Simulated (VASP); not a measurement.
# Tl (Im-3m) in VASP: notebook

Tl is run at these levels: r2SCAN, r2SCAN50+D4; tasks: single point.

Everything below comes from runs of VASP 6.6.1. Logs are shortened: lines on timing, memory, paths and dates and some standing lists are left out, and cuts for length are marked.

## (1) The cell of the first run

Symmetry: Im-3m, No. 229, cubic system. The conventional cell has a = 3.912 Å, b = 3.912 Å, c = 3.912 Å, α = 90.00°, β = 90.00°, γ = 90.00°. Within 4.5 Å of Tl (site symmetry m-3m) lie 14 Tl at 3.39 to 3.91 Å.

This isn't the form of Tl at room conditions, which is hcp.

## (2) Single point, r2SCAN, non-collinear spin, zero start, spin-orbit coupling

The input, POSCAR:

```
Tl
1.0
   -1.9559951735      1.9559951735      1.9559951735
    1.9559951735     -1.9559951735      1.9559951735
    1.9559951735      1.9559951735     -1.9559951735
Tl
1
Direct
    0.0000000000      0.0000000000      0.0000000000
```

The input, INCAR.step1:

```
SYSTEM = Tl
PREC = Accurate
ENCUT = 520
ISMEAR = 0
SIGMA = 0.1
LREAL = .FALSE.
LASPH = .TRUE.
NELM = 150
MAGMOM = 0 0 0
LSORBIT = .TRUE.
GGA_COMPAT = .FALSE.
NBANDS = 24
GGA = PE
ALGO = Normal
EDIFF = 1E-4
LWAVE = .TRUE.
LCHARG = .FALSE.
```

The input, INCAR.step2:

```
SYSTEM = Tl
PREC = Accurate
ENCUT = 520
EDIFF = 1E-7
ISMEAR = 0
SIGMA = 0.1
LREAL = .FALSE.
LASPH = .TRUE.
NELM = 150
ALGO = Normal
ISIF = 2
LWAVE = .FALSE.
LCHARG = .TRUE.
MAGMOM = 0 0 0
LORBIT = 11
LSORBIT = .TRUE.
GGA_COMPAT = .FALSE.
LORBMOM = .TRUE.
METAGGA = R2SCAN
LMIXTAU = .TRUE.
LVHAR = .TRUE.
NBANDS = 24
ISTART = 1
```

The input, KPOINTS:

```
regular mesh
0
G
  11 11 11
  0 0 0
```

Potentials or basis: VASP PAW PBE potentials, release 64 (Tl_d).

Command:

```
$ cat potpaw_PBE.64/Tl_d/POTCAR > POTCAR
$ cp INCAR.step1 INCAR
$ mpirun -np 1 vasp_ncl > vasp.out
$ cp INCAR.step2 INCAR
$ mpirun -np 1 vasp_ncl > vasp.out
```

OUTCAR:

```text
SYSTEM = Tl
   PREC = Accurate
   ENCUT = 520
   EDIFF = 1E-7
   ISMEAR = 0
   LREAL = .FALSE.
   LASPH = .TRUE.
   NELM = 150
   ISIF = 2
   LORBIT = 11
   LSORBIT = .TRUE.
   METAGGA = R2SCAN
   ISTART = 1

 ion  position               nearest neighbor table
   1  0.000  0.000  0.000-

  LATTYP: Found a body centered cubic cell.
 ALAT       =     3.9119903470

  Lattice vectors:

 A1 = (  -1.9559951735,   1.9559951735,   1.9559951735)
 A2 = (   1.9559951735,  -1.9559951735,   1.9559951735)
 A3 = (   1.9559951735,   1.9559951735,  -1.9559951735)

Analysis of symmetry for initial positions (statically):
=====================================================================
 Subroutine PRICEL returns:
 Original cell was already a primitive cell.

 Routine SETGRP: Setting up the symmetry group for a
 body centered cubic supercell.

 Subroutine GETGRP returns: Found 48 space group operations
 (whereof 48 operations were pure point group operations)
 out of a pool of 48 trial point group operations.

The static configuration has the point symmetry O_h .

Analysis of symmetry for dynamics (positions and initial velocities):
=====================================================================
 Subroutine PRICEL returns:
 Original cell was already a primitive cell.

 Routine SETGRP: Setting up the symmetry group for a
 body centered cubic supercell.

 Subroutine GETGRP returns: Found 48 space group operations
 (whereof 48 operations were pure point group operations)
 out of a pool of 48 trial point group operations.

The dynamic configuration has the point symmetry O_h .

Analysis of structural, dynamic, and magnetic symmetry:
=====================================================================
 Subroutine PRICEL returns:
 Original cell was already a primitive cell.

 Routine SETGRP: Setting up the symmetry group for a
 body centered cubic supercell.

 Subroutine GETGRP returns: Found 48 space group operations
 (whereof 48 operations were pure point group operations)
 out of a pool of 48 trial point group operations.

The overall configuration has the point symmetry O_h .

 Subroutine INISYM returns: Found 48 space group operations
 (whereof 48 operations are pure point group operations),
 and found     1 'primitive' translations

----------------------------------------------------------------------------------------

                                     Primitive cell

  volume of cell :      29.9339

  direct lattice vectors                    reciprocal lattice vectors
    -1.955995174  1.955995174  1.955995174     0.000000000  0.255624353  0.255624353
     1.955995174 -1.955995174  1.955995174     0.255624353  0.000000000  0.255624353
     1.955995174  1.955995174 -1.955995174     0.255624353  0.255624353  0.000000000

  length of vectors
     3.387883020  3.387883020  3.387883020     0.361507426  0.361507426  0.361507426

  position of ions in fractional coordinates (direct lattice)
     0.000000000  0.000000000  0.000000000

  ion indices of the primitive-cell ions
   primitive index   ion index
                 1           1

----------------------------------------------------------------------------------------

 KPOINTS: regular mesh

Automatic generation of k-mesh.
 Grid dimensions read from file:
 generate k-points for:   11   11   11

 Generating k-lattice:

  Cartesian coordinates                     Fractional coordinates (reciprocal lattice)
     0.000000000  0.023238578  0.023238578     0.090909091  0.000000000  0.000000000
     0.023238578  0.000000000  0.023238578     0.000000000  0.090909091  0.000000000
     0.023238578  0.023238578  0.000000000     0.000000000  0.000000000  0.090909091

  Length of vectors
     0.032864311  0.032864311  0.032864311

  Shift w.r.t. Gamma in fractional coordinates (k-lattice)
     0.000000000  0.000000000  0.000000000

[... 46 lines left out ...]
   LSORBIT =      T    spin-orbit coupling
   LASPH  =      T    aspherical Exc in radial PAW
   ENCUT  =  520.0 eV  38.22 Ry    6.18 a.u.   6.30  6.30  6.30*2*pi/ulx,y,z
   NELM   =    150;   NELMIN=  2; NELMDL=  0     # of ELM steps
   EDIFF  = 0.1E-06   stopping-criterion for ELM
   LREAL  =      F    real-space projection
   EDIFFG = 0.1E-05   stopping-criterion for IOM
   NSW    =      0    number of steps for IOM
   IBRION =     -1    ionic relax: 0-MD 1-quasi-New 2-CG
   NFREE  =      0    steps in history (QN), initial steepest desc. (CG)
   ISIF   =      2    stress and relaxation
   ISYM   =      2    0-nonsym 1-usesym 2-fastsym
   POTIM  = 0.5000    time-step for ionic-motion
   TEBEG  =    0.0;   TEEND  =   0.0 temperature during run
   PSTRESS=    0.0 pullay stress
   NELECT =      13.0000    total number of electrons
   NUPDOWN=      -1.0000    fix difference up-down
   EMIN   =  10.00;   EMAX   =-10.00  energy-range for DOS
   EFERMI =   0.00;   METHOD = LEGACY
   ISMEAR =     0;   SIGMA  =   0.10  broadening in eV -4-tet -1-fermi 0-gaus
   EFERMI_NEDOS =   21; number of points for ismear=-14 and -15
   IALGO  =     38    algorithm
   IMIX   =      4    mixing-type and parameters
     AMIX     =   0.40;   BMIX     =  1.00
     AMIX_MAG =   1.60;   BMIX_MAG =  1.00
  volume/ion in A,a.u.               =      29.93       202.00
  Fermi-wavevector in a.u.,A,eV,Ry     =   1.239752  2.342792 20.911953  1.536985
  Thomas-Fermi vector in A             =   2.374222
   LORBIT       =     11    0 simple, 1 ext, 2 COOP (PROOUT), +10 PAW based schemes
   METAGGA = R2SCAN    functional components
   LHFCALC =     F    Hartree Fock is set to
   AEXX    =    0.0000 exact exchange contribution
   IVDW    =     0    specifies the selected vdW correction
   LEPSILON=     F    determine dielectric tensor
   LRPA    =     F    only Hartree local field effects (RPA)
 Gauss-broadening in eV      SIGMA  =   0.10
  energy-cutoff  :      520.00
  volume of cell :       29.93
 maximum number of plane-waves:      1634
 NGX is ok and might be reduce to    28
   NGX = 13   NGY = 13   NGZ = 13

 number of electron      13.0000004 magnetization       0.0000000     -0.0000000     -0.0000000

 number of electron      13.0000004 magnetization      -0.0000000      0.0000000      0.0000000

 Free energy of the ion-electron system (eV)
  ---------------------------------------------------
  ext. energy  EPLUGINS =         0.00000000
  ---------------------------------------------------
  free energy    TOTEN  =       -53.46293073 eV

  energy without entropy =      -53.46114920  energy(sigma->0) =      -53.46203996

 E-fermi :   6.0079     XC(G=0): -10.5595

 val. band max:        5.9699477418   @ k =   0.3636   0.0000   0.0000
 cond. band min:       6.1374000696   @ k =   0.2727   0.0909   0.0909
 fundamental gap:      0.1674523278
 Fermi energy:         6.0079210085

 k-point     1 :       0.0000    0.0000    0.0000
  band No.  band energies     occupation
      1      -7.2667      1.00000
      2      -7.2667      1.00000
      3      -7.2667      1.00000
      4      -7.2667      1.00000
      5      -5.2620      1.00000
      6      -5.2620      1.00000
[... 637 lines left out ...]
     23      23.1451      0.00000
     24      23.1451      0.00000

 [... further k-points ...]

------------------------ aborting loop because EDIFF is reached ----------------------------------------

  FORCE on cell =-STRESS in cart. coord.  units (eV):
  Direction    XX          YY          ZZ          XY          YZ          ZX
  --------------------------------------------------------------------------------------
  -------------------------------------------------------------------------------------
  Total       -0.0646414     -0.0646414     -0.0646414      0.0000000     -0.0000000      0.0000000
  in kB       -3.4598552     -3.4598552     -3.4598552      0.0000000     -0.0000000      0.0000000
  external PRESSURE =      -3.4598552 kB  Pullay stress =       0.0000000 kB

 VOLUME and BASIS-vectors are now :
 -----------------------------------------------------------------------------
  energy-cutoff  :      520.00
  volume of cell :       29.93
      direct lattice vectors                 reciprocal lattice vectors
    -1.955995174  1.955995174  1.955995174     0.000000000  0.255624353  0.255624353
     1.955995174 -1.955995174  1.955995174     0.255624353  0.000000000  0.255624353
     1.955995174  1.955995174 -1.955995174     0.255624353  0.255624353  0.000000000

 POSITION                                       TOTAL-FORCE (eV/Angst)
 -----------------------------------------------------------------------------------
      0.00000      0.00000      0.00000         0.000000      0.000000      0.000000
 -----------------------------------------------------------------------------------
    total drift:                               -0.000000     -0.000000     -0.000000

  FREE ENERGIE OF THE ION-ELECTRON SYSTEM (eV)
  ---------------------------------------------------
  free  energy   TOTEN  =       -53.4629307253 eV

  energy  without entropy=      -53.4611492009  energy(sigma->0) =      -53.46203996

 orbital moment (x)

 # of ion     p       d       tot
 ----------------------------------------
  1         0.000   0.000   0.000
 ----------------------------------------
            0.000   0.000   0.000

 orbital moment (y)

 # of ion     p       d       tot
 ----------------------------------------
  1         0.000  -0.000  -0.000
 ----------------------------------------
            0.000  -0.000  -0.000

 orbital moment (z)

 # of ion     p       d       tot
 ----------------------------------------
  1         0.000   0.000   0.000
 ----------------------------------------
            0.000   0.000   0.000

 Spin-Orbit-Coupling matrix elements

 Ion:    1  E_soc:     -0.6145314
 l=   1
     0.0000000    -0.0551449    -0.0551449
    -0.0551449     0.0000000    -0.0551449
    -0.0551449    -0.0551449     0.0000000
 l=   2
     0.0000000    -0.0091902     0.0000000    -0.0091902    -0.0380868
    -0.0091902     0.0000000    -0.0285651    -0.0091902    -0.0095217
     0.0000000    -0.0285651     0.0000000    -0.0285651     0.0000000
    -0.0091902    -0.0091902    -0.0285651     0.0000000    -0.0095217
    -0.0380868    -0.0095217     0.0000000    -0.0095217     0.0000000
 l=   3
     0.0000000     0.0000000     0.0000000     0.0000000     0.0000000     0.0000000     0.0000000
     0.0000000     0.0000000     0.0000000     0.0000000     0.0000000     0.0000000     0.0000000
     0.0000000     0.0000000     0.0000000     0.0000000     0.0000000     0.0000000     0.0000000
     0.0000000     0.0000000     0.0000000     0.0000000     0.0000000     0.0000000     0.0000000
     0.0000000     0.0000000     0.0000000     0.0000000     0.0000000     0.0000000     0.0000000
     0.0000000     0.0000000     0.0000000     0.0000000     0.0000000     0.0000000     0.0000000
     0.0000000     0.0000000     0.0000000     0.0000000     0.0000000     0.0000000     0.0000000

 total charge

# of ion       s       p       d       tot
------------------------------------------
    1        1.184   0.395   9.624  11.203

 magnetization (x)

# of ion       s       p       d       tot
------------------------------------------
    1        0.000   0.000  -0.000   0.000

 magnetization (y)

# of ion       s       p       d       tot
------------------------------------------
    1       -0.000   0.000   0.000  -0.000

 magnetization (z)

# of ion       s       p       d       tot
------------------------------------------
    1       -0.000   0.000   0.000   0.000
```

It took 14 min on 1 thread of Intel Xeon 8259CL, shared host; peak memory 0.31 GiB.

What came out:

- Free energy: -53.4629 eV
- Pressure: -0.3 GPa
- Net moment: 0.00 μB per cell
- Valence electrons inside the program's atomic spheres: Tl 11.20

Moments on the atoms (μB; x, y, z):
```
Tl  0.00 0.00 0.00
```

Caveat: the PAW data sets were made with another functional, which shifts forces and pressure a little.

## (3) Single point, r2SCAN, non-collinear spin, zero start, spin-orbit coupling

POSCAR is that of step 2.

The input, INCAR.step1:

```
  PREC = Accurate
  ENCUT = 520
  ISMEAR = 0
  SIGMA = 0.1
  LREAL = F
  LASPH = T
  NELM = 150
  MAGMOM = 0 0 0
  LSORBIT = T
  GGA_COMPAT = F
  NBANDS = 24
  GGA = PE
  ALGO = Normal
  EDIFF = 1E-4
  LWAVE = T
  LCHARG = F
```

The input, INCAR.step2:

```
  PREC = Accurate
  ENCUT = 520
  EDIFF = 1E-6
  ISMEAR = 0
  SIGMA = 0.1
  LREAL = F
  LASPH = T
  NELM = 150
  ALGO = Normal
  ISIF = 2
  LWAVE = F
  LCHARG = T
  MAGMOM = 0 0 0
  LORBIT = 11
  LSORBIT = T
  GGA_COMPAT = F
  LORBMOM = T
  METAGGA = R2SCAN
  LMIXTAU = T
  LVHAR = T
  NBANDS = 24
  ISTART = 1
```

The input, KPOINTS:

```
regular mesh
0
Gamma
  13 13 13
```

Potentials or basis: VASP PAW PBE potentials, release 64 (Tl_d).

Command:

```
$ cat potpaw_PBE.64/Tl_d/POTCAR > POTCAR
$ cp INCAR.step1 INCAR
$ mpirun -np 1 vasp_ncl > vasp.out
$ cp INCAR.step2 INCAR
$ mpirun -np 1 vasp_ncl > vasp.out
```

It took 22 min on 1 thread of Intel Xeon 8259CL, shared host; peak memory 0.33 GiB.

The run converged. Its results:

| Item | Value |
| --- | --- |
| Free energy | -53.4648 eV |
| Pressure | -0.2 GPa |
| Net moment | 0.00 μB per cell |
| Valence electrons inside the program's atomic spheres | Tl 11.20 |

Moments on the atoms (μB; x, y, z):
```
Tl  0.00 0.00 0.00
```

Caveat: the PAW data sets were made with another functional, which shifts forces and pressure a little.

## (4) Single point, r2SCAN50+D4

The input, POSCAR:

```
Tl
1.0
   -1.9559951750      1.9559951750      1.9559951750
    1.9559951750     -1.9559951750      1.9559951750
    1.9559951750      1.9559951750     -1.9559951750
Tl
1
Direct
    0.0000000000      0.0000000000      0.0000000000
```

The input, INCAR.step1:

```
SYSTEM = Tl
ALGO = Normal ; EDIFF = 1E-5
ENCUT = 440 ; GGA = PE
GGA_COMPAT = .False. ; ISIF = 2
ISMEAR = -1 ; LASPH = .True.
LCHARG = .False. ; LREAL = .False.
LWAVE = .True. ; NBANDS = 12
NELM = 120 ; PREC = Accurate
SIGMA = 0.1
```

The input, INCAR.step2:

```
SYSTEM = Tl
AEXX = 0.5 ; ALGO = Normal
EDIFF = 1E-6 ; ENCUT = 440
GGA_COMPAT = .False. ; ISIF = 2
ISMEAR = -1 ; ISTART = 1
IVDW = 13 ; LASPH = .True.
LCHARG = .False. ; LHFCALC = .True.
LMIXTAU = .True. ; LREAL = .False.
LWAVE = .False. ; METAGGA = R2SCAN
NBANDS = 12 ; NELM = 120
PREC = Accurate ; PRECFOCK = Normal
SIGMA = 0.1 ; VDW_A1 = 0.4574
VDW_A2 = 5.8969 ; VDW_S6 = 1.0
VDW_S8 = 1.0471
```

The input, KPOINTS:

```
k-points
0
Gamma
  6 6 6
  0 0 0
```

Command:

```
$ cat potpaw_PBE.64/Tl_d/POTCAR > POTCAR
$ cp INCAR.step1 INCAR
$ mpirun -np 1 vasp_std > vasp.out
$ cp INCAR.step2 INCAR
$ mpirun -np 1 vasp_std > vasp.out
```

Run time: 9.2 min. Hardware: 1 thread of Intel Xeon Platinum 8375C at 2.90GHz (Ice Lake), shared host; peak memory 0.16 GiB.

The run converged. Its results:

| Quantity | Value |
| --- | --- |
| Free energy | -29.7923 eV |
| Pressure | -1.6 GPa |
| Band gap on the k mesh | zero (an odd number of electrons rules out a gap without spin polarisation) |
| Dispersion energy per atom | -0.176 eV |

Levels at points of the mesh, in eV from the Fermi level:
| k point | band 2 | band 3 | band 4 | band 5 | band 6 | band 7 | band 8 | band 9 | band 10 | band 11 |
| --- | --- | --- | --- | --- | --- | --- | --- | --- | --- | --- |
| (0.00, 0.00, 0.00) | -15.90 | -15.90 | -15.47 | -15.47 | -12.95 | 13.27 | 13.27 | 13.27 | 14.96 | 14.96 |
| (0.50, 0.00, 0.00) | -16.02 | -15.49 | -15.47 | -15.19 | -6.83 | -3.81 | 7.86 | 9.33 | 12.26 | 13.47 |
| (0.50, 0.50, 0.50) | -16.09 | -15.26 | -15.26 | -15.26 | -2.42 | 2.87 | 2.87 | 2.87 | 8.32 | 8.32 |

Caveat: the k points lie up to 0.38 Å⁻¹ apart, too coarse for converged energies and pressures of a metal; the PAW data sets were made with another functional, which shifts forces and pressure a little; spin-orbit coupling is left out, which moves the levels of the heavy elements.

## (5) The runs side by side

| level | spin | k mesh | cutoff (eV) | smearing | grid for exact exchange (PRECFOCK) | share of exact exchange | pressure (GPa) | moment (μB) |
| --- | --- | --- | --- | --- | --- | --- | --- | --- |
| r2SCAN | non-collinear, zero start, SOC | 11 × 11 × 11 | 520 | gaussian 0.1 eV | - | - | -0.3 | 0.00 |
| r2SCAN | non-collinear, zero start, SOC | 13 × 13 × 13 | 520 | gaussian 0.1 eV | - | - | -0.2 | 0.00 |
| r2SCAN50+D4 | off | 6 × 6 × 6 | 440 | fermi-dirac 0.1 eV | Normal | 0.5 | -1.6 | - |

Alike in all rows: task single point; potentials or basis VASP PAW PBE potentials, release 64 (Tl_d); cell as given.

Caveats: some runs use coarse meshes; the PAW data sets were made with another functional, which shifts forces and pressure a little; spin-orbit coupling is left out, which moves the levels of the heavy elements (at least some runs).

Absolute energies hang on the potentials; compare differences alone.

The gap in the log of VASP goes by the Fermi energy; the results here count the filled bands.